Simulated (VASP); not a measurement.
A run of VASP 6.6.1 is set up as follows.

INCAR

```
PREC = Accurate
ENCUT = 520
EDIFF = 1E-7
ISMEAR = -1
SIGMA = 0.05
LREAL = False
LASPH = True
NELM = 100
ALGO = Normal
ISIF = 2
LWAVE = False
LCHARG = False
GGA = PS
NBANDS = 11
```

The input KPOINTS:

```
regular mesh
0
Gamma
  10 10 10
```

The input POSCAR:

```
Ba
1.0
   -2.5500000000      2.5500000000      2.5000000000
    2.5500000000     -2.5500000000      2.5000000000
    2.5500000000      2.5500000000     -2.5000000000
Ba
1
Direct
    0.0000000000      0.0000000000      0.0000000000
```

Potentials or basis: VASP PAW PBE potentials, release 64 (Ba_sv).

The run is started by

```console
$ cat potpaw_PBE.64/Ba_sv/POTCAR > POTCAR
$ mpirun -np 1 vasp_std > vasp.out
```

Task: Predict the pressure.

Result: -0.8 GPa.

Task: Estimate the band gap on the k mesh.

Result: Zero (band 5 reaches 1.76 eV, above the bottom of band 6 at 0.96 eV).

Stress tensor (GPa, compression positive):
```
-0.87  0.00  0.00
 0.00 -0.87  0.00
 0.00  0.00 -0.78
```

Caveat: the cell differs from its parent crystal (equal xx and yy strain of +2 %); the PAW data sets were made with another functional, which shifts forces and pressure a little; spin-orbit coupling is left out, which moves the levels of the heavy elements.
